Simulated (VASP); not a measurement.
Here is a VASP 6.6.1 calculation.

File INCAR:

```
SYSTEM = CoO
  PREC = Accurate
  ENCUT = 520
  EDIFF = 1E-6
  ISMEAR = -1
  SIGMA = 0.05
  LREAL = .False.
  LASPH = .True.
  NELM = 150
  ALGO = Normal
  ISIF = 2
  LWAVE = .False.
  LCHARG = .False.
  ISPIN = 2
  MAGMOM = 2 0
  LORBIT = 11
  LMAXMIX = 4
  GGA = PS
  IVDW = 13
  NBANDS = 18
```

Contents of KPOINTS:

```
regular mesh
0
Gamma
  7 7 7
  0 0 0
```

The input POSCAR:

```
CoO
1.0
    1.5364226971      0.8870540577      2.5085935584
   -1.5364226971      0.8870540577      2.5085935584
    0.0000000000     -1.7741081155      2.5085935584
Co O
1 1
Direct
    1.0000106579      1.0000106579      1.0000106579
    0.7499886921      0.7499886921      0.7499886921
```

Potentials or basis: VASP PAW PBE potentials, release 64 (Co, O).

Run with:

```bash
$ cat potpaw_PBE.64/Co/POTCAR potpaw_PBE.64/O/POTCAR > POTCAR
$ mpirun -np 1 vasp_std > vasp.out
```

(1) Predict the dispersion energy per atom.

(2) What does it give for the pressure?

(3) Estimate the site moments.

(4) Estimate the net moment.

Answers

(1) -0.151 eV.

(2) -0.3 GPa.

(3) Co +1.74; O +0.19 μB.

(4) 1.97 μB per cell.

Caveat: the PAW data sets were made with another functional, which shifts forces and pressure a little; a cell with one magnetic atom can't hold antiferromagnetic order, which such compounds often take; pairwise dispersion overbinds metals, which lowers pressure and volume.
